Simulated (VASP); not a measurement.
A run of VASP 6.6.1:

INCAR

```
PREC = Accurate
ENCUT = 520
EDIFF = 1E-6
ISMEAR = 0
SIGMA = 0.1
LREAL = F
LASPH = T
NELM = 80
ALGO = Normal
ISIF = 2
LWAVE = F
LCHARG = F
GGA = PS
NBANDS = 8
```

KPOINTS

```
regular mesh
0
Gamma
  18 18 18
```

The input POSCAR:

```
Sb
1.0
    3.0492148451      0.0000000000      0.0000000000
    0.0000000000      3.0492148451      0.0000000000
    0.0000000000      0.0000000000      3.1535960932
Sb
1
Direct
    0.0000000000      0.0000000000      0.0000000000
```

Potentials or basis: VASP PAW PBE potentials, release 64 (Sb).

The run is started by

```bash
$ cat potpaw_PBE.64/Sb/POTCAR > POTCAR
$ mpirun -np 1 vasp_std > vasp.out
```

Hardware: 1 thread of AMD EPYC 7R43 64-Core Processor (Zen 3) (shared host).

How long does it take, and how much memory?

Wall time 76 s on 1 thread of AMD EPYC 7R43 64-Core Processor (Zen 3), on a shared host, peak memory 0.21 GiB. Counts: scf iterations 9, k points 550.
